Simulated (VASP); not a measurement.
PbS: relaxation of cell and atoms with r2SCAN

The system is PbS.

```
Pb S
1.0
     5.02521    0.00000    0.00000
    -2.51261    4.35196    0.00000
     0.00000    0.00000    6.03904
Pb S
2 2
Direct
  0.33333 0.66667 0.93591
  0.66667 0.33333 0.43591
  0.33333 0.66667 0.43909
  0.66667 0.33333 0.93909
```

- Program: VASP 6.6.1
- Task: relaxation of cell and atoms
- Functional: r2SCAN
- Potentials or basis: VASP PAW PBE potentials, release 64 (Pb_d, S)
- Cutoff: 600 eV
- k mesh: 6 × 6 × 4
- Occupations: fermi-dirac, width 0.02 eV
- Spin: no spin polarisation
- Dipole correction: no
- Further INCAR settings: ALGO = Normal; EDIFF = 1e-07; IBRION = 2; EDIFFG = -0.005; NSW = 80; ISIF = 3

```json
{"Relaxed volume": "32.44 Å³/atom", "Relaxed cell": "a = 4.998 Å, b = 4.998 Å, c = 5.997 Å, α = 90.00°, β = 90.00°, γ = 120.00°", "Space group after relaxing (to 0.05 Å)": "P6_3/mmc (No. 194)", "Energy gained by relaxing": "1.4 meV/atom", "Ionic steps": "3", "Pressure after relaxing": "0.0 GPa", "Band gap on the k mesh": "1.73 eV, direct"}
```

The path:
```
step  energy change (eV)  largest force (eV/Å)  pressure (GPa)  volume (Å³)
   1              0.0000                0.0024           -0.77       132.07
   2             -0.0052                0.0024            0.25       129.07
   3             -0.0057                0.0012            0.00       129.76
```

Final structure:
```cif
data_structure
_symmetry_space_group_name_H-M 'P 1'
_symmetry_Int_Tables_number 1
_cell_length_a 4.9983
_cell_length_b 4.9983
_cell_length_c 5.9973
_cell_angle_alpha 90.000
_cell_angle_beta 90.000
_cell_angle_gamma 120.000
_cell_volume 129.76
loop_
_atom_site_label
_atom_site_type_symbol
_atom_site_fract_x
_atom_site_fract_y
_atom_site_fract_z
_atom_site_occupancy
Pb1 Pb 0.33333 0.66667 0.93590 1
Pb2 Pb 0.66667 0.33333 0.43590 1
S1 S 0.33333 0.66667 0.43910 1
S2 S 0.66667 0.33333 0.93910 1
```

Levels at points of the mesh, in eV from the valence-band top:
| k point | band 17 | band 18 | band 19 | band 20 | band 21 | band 22 | band 23 | band 24 |
| --- | --- | --- | --- | --- | --- | --- | --- | --- |
| (0.00, 0.00, 0.00) | -3.16 | -2.02 | -2.01 | -2.01 | 2.23 | 2.23 | 3.63 | 3.63 |
| (0.50, 0.00, 0.00) | -2.99 | -2.39 | -2.15 | -0.76 | 3.26 | 3.29 | 4.45 | 4.75 |
| (0.00, 0.00, 0.50) | -2.58 | -2.58 | -1.36 | -1.36 | 2.54 | 2.54 | 2.54 | 2.54 |
| (0.50, 0.00, 0.50) | -1.98 | -1.98 | -0.66 | -0.66 | 1.89 | 1.89 | 3.31 | 3.31 |

It took 10 min on 1 thread of AMD EPYC 7R13 Processor (Zen 3), on a shared host, peak memory 0.3 GiB.

Caveat: the PAW data sets were made with another functional, which shifts forces and pressure a little; spin-orbit coupling is left out, which moves the levels of the heavy elements. A k mesh can miss the band edges.
